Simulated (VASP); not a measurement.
Input of a VASP 6.6.1 run:

Contents of INCAR:

```
ALGO     = Normal         # electronic algorithm
EDIFF    = 1E-6           # SCF threshold, eV
ENCUT    = 600            # plane-wave cutoff, eV
GGA      = PE             # functional
GGA_COMPAT= False        
ISIF     = 2              # what is computed and relaxed
ISMEAR   = 0              # smearing method
LASPH    = True           # aspherical terms in the spheres
LCHARG   = True           # write CHGCAR
LELF     = True           # ELF
LREAL    = False          # projectors in reciprocal space
LVHAR    = True         
LWAVE    = False          # write WAVECAR
NBANDS   = 11             # bands
NELM     = 120            # most SCF steps
PREC     = Accurate       # precision mode
SIGMA    = 0.05           # smearing width, eV
```

File KPOINTS:

```
k-points
0
Gamma
  14 14 14
```

File POSCAR:

```
Be2C
1.0
    0.0000000000      2.1650005600      2.1650005600
    2.1650005600      0.0000000000      2.1650005600
    2.1650005600      2.1650005600      0.0000000000
Be C
2 1
Direct
    0.2500000000      0.2500000000      0.2500000000
    0.7500000000      0.7500000000      0.7500000000
    0.0000000000      0.0000000000      0.0000000000
```

Potentials or basis: VASP PAW PBE potentials, release 64 (Be, C).

Command:

```sh
$ cat potpaw_PBE.64/Be/POTCAR potpaw_PBE.64/C/POTCAR > POTCAR
$ mpirun -np 1 vasp_std > vasp.out
```

(1) What does it give for the band gap on the k mesh?

(2) What does it give for the pressure?

## Answers

(1) 1.16 eV, indirect (least direct gap 4.13 eV).

(2) 0.0 GPa.
